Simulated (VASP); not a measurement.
A run of VASP 6.6.1:

File POSCAR:

```
Be2C
1.0
    0.0000000000      2.1650005600      2.1650005600
    2.1650005600      0.0000000000      2.1650005600
    2.1650005600      2.1650005600      0.0000000000
Be C
2 1
Direct
    0.2500000000      0.2500000000      0.2500000000
    0.7500000000      0.7500000000      0.7500000000
    0.0000000000      0.0000000000      0.0000000000
```

File INCAR.step1:

```
PREC = Accurate
ENCUT = 520
EDIFF = 1E-5
ISMEAR = 0
SIGMA = 0.05
LREAL = False
LASPH = True
NELM = 120
ALGO = Normal
ISIF = 2
LWAVE = True
LCHARG = False
GGA = PE
NBANDS = 11
GGA_COMPAT = False
```

File INCAR.step2:

```
PREC = Accurate
ENCUT = 520
EDIFF = 1E-6
ISMEAR = 0
SIGMA = 0.05
LREAL = False
LASPH = True
NELM = 120
ALGO = Normal
ISIF = 2
LWAVE = False
LCHARG = False
GGA = PE
LHFCALC = True
AEXX = 0.2
HFSCREEN = 0.20787
PRECFOCK = Normal
ISTART = 1
NBANDS = 11
GGA_COMPAT = False
```

The input KPOINTS:

```
regular mesh
0
Gamma
  6 6 6
```

Potentials or basis: VASP PAW PBE potentials, release 64 (Be, C).

Launch:

```sh
$ cat potpaw_PBE.64/Be/POTCAR potpaw_PBE.64/C/POTCAR > POTCAR
$ cp INCAR.step1 INCAR
$ mpirun -np 1 vasp_std > vasp.out
$ cp INCAR.step2 INCAR
$ mpirun -np 1 vasp_std > vasp.out
```

Hardware: 1 thread of AMD EPYC 7R13, with other jobs on the host.

Task: How long does it take, and how much memory?

Result: It took 12 min on 1 thread of AMD EPYC 7R13, on a shared host, peak memory 0.24 GiB. Counts: k points 16.
